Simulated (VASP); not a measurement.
Here is a VASP 6.6.1 calculation.

Contents of INCAR:

```
SYSTEM = C18F
ALGO = Normal
EDIFF = 1E-6
ENCUT = 520
GGA = CA
ISIF = 2
ISMEAR = -1
ISPIN = 2
LASPH = .True.
LCHARG = .False.
LORBIT = 11
LREAL = Auto
LWAVE = .False.
MAGMOM = 0 0 0 0 0 0 0 0 0 0 0 0 0 0 0 0 0 0 1
NBANDS = 58
NELM = 150
PREC = Accurate
SIGMA = 0.05
```

Contents of KPOINTS:

```
k-points
0
Gamma
  2 2 1
  0 0 0
```

POSCAR

```
C18F
1.0
    7.3980000000      0.0000000000      0.0000000000
   -3.6990000000      6.4068560000      0.0000000000
    0.0000000000      0.0000000000     11.0000000000
C F
18 1
Direct
    0.0068179219      0.0045912004      0.0814740025
    0.2288623142      0.1156147341      0.0812497143
    0.0078927741      0.3365842834      0.0900367336
    0.2282559485      0.4485929661      0.0847079851
    0.0078899129      0.6736698022      0.0900369272
    0.2282541138      0.7820273339      0.0847103113
    0.3398822379      0.0045905365      0.0814713726
    0.5624438102      0.1162201819      0.0847181986
    0.3398842806      0.3376590010      0.0814643421
    0.5624458949      0.4485906815      0.0847097005
    0.3405105048      0.6714387474      0.0860230991
    0.5621984941      0.7822825653      0.0856787121
    0.6730406219      0.0039705880      0.0860276849
    0.8958856741      0.1162211043      0.0847192403
    0.6707994955      0.3365830891      0.0900402489
    0.8955285754      0.4489466065      0.1201566479
    0.6730410323      0.6714375771      0.0860218874
    0.8958854422      0.7820279210      0.0847129132
   -0.1044759493      0.4489272804      0.2565858784
```

Potentials or basis: VASP PAW LDA potentials, release 64 (C, F).

Launch:

```console
$ cat potpaw_LDA.64/C/POTCAR potpaw_LDA.64/F/POTCAR > POTCAR
$ mpirun -np 1 vasp_std > vasp.out
```

**Question.** Predict the net moment.

**Answer.** 0.00 μB per cell.

**Question.** Predict the largest force.

**Answer.** 0.245 eV/Å.

Forces on the atoms (eV/Å):
```
C   -0.001 -0.001 -0.007
C   -0.001  0.005 -0.005
C   -0.007  0.010 -0.005
C    0.000  0.004  0.000
C    0.000 -0.011 -0.010
C    0.003 -0.005 -0.005
C    0.002  0.001 -0.005
C    0.007 -0.003  0.003
C   -0.002  0.001 -0.007
C   -0.004  0.001  0.002
C   -0.001  0.001  0.001
C    0.006  0.004  0.003
C    0.004 -0.002  0.003
C   -0.004 -0.012  0.001
C    0.008  0.007 -0.008
C    0.001 -0.002 -0.208
C   -0.003  0.002  0.000
C   -0.007  0.000  0.002
F    0.000  0.001  0.245
```

Caveat: the k points lie up to 0.49 Å⁻¹ apart.
